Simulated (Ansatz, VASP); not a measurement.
## One calculation of Mg2Sn, two programs

The input INCAR:

```
PREC = Accurate
ENCUT = 520
EDIFF = 1E-8
ISMEAR = -1
SIGMA = 0.08
LREAL = False
LASPH = True
NELM = 120
ALGO = Normal
ISIF = 2
LWAVE = False
LCHARG = False
LEFG = True
NBANDS = 16
GGA_COMPAT = False
```

KPOINTS

```
regular mesh
0
Gamma
  11 11 11
```

File POSCAR:

```
Mg2Sn
1.0
    0.0000000000      3.3795000000      3.3457050000
    3.3795000000      0.0000000000      3.3457050000
    3.3795000000      3.3795000000      0.0000000000
Mg Sn
2 1
Direct
    0.2500000000      0.2500000000      0.2500000000
    0.7500000000      0.7500000000      0.7500000000
    0.0000000000      0.0000000000      0.0000000000
```

Input for Ansatz:

```yaml
crystal:
  lattice:
    - [0.0, 3.3795, 3.345705]
    - [3.3795, 0.0, 3.345705]
    - [3.3795, 3.3795, 0.0]
  atoms:
    - { symbol: Mg, position: [0.25, 0.25, 0.25] }
    - { symbol: Mg, position: [0.75, 0.75, 0.75] }
    - { symbol: Sn, position: [0.0, 0.0, 0.0] }
kpoints:
  mp_grid: { grid: [11, 11, 11] }
scf:
  occupations: { method: fermi_dirac, width: 0.08 }
hamiltonian:
  xc: lda
  pseudopotentials: { kind: all_electron, datasets: crystal }
output:
  forces: true
  stress: true
  eigenvalues: true
  efg: { contact_densities: true }
```

Change from the starting cell: zz strain of -1 %, crystal datasets.

Alike in both runs: task electric field gradients; functional LDA; k mesh 11 × 11 × 11; occupations fermi-dirac, width 0.08 eV; no spin polarisation.

|  | VASP | Ansatz |
| --- | --- | --- |
| version | VASP 6.6.1 | Ansatz 0.2.0 |
| potentials or method | VASP PAW LDA potentials, release 64 (Mg, Sn_d), cutoff 520 eV | all-electron PAW with datasets made for the crystal, scalar-relativistic |

```tsv
	VASP	Ansatz	Ansatz less VASP
pressure (GPa)	-1.7	-1.4	+0.30
traceless stress, the component that is largest in VASP (GPa)	0.31	0.31	0.000
size of Vzz on the site where it differs most (V/Å²)	3.9	4.1	+0.26
```

LDA's correlation is that of Perdew and Zunger in VASP and of Perdew and Wang (1992) in Ansatz. Ansatz ran all-electron here, and VASP with PAW potentials.
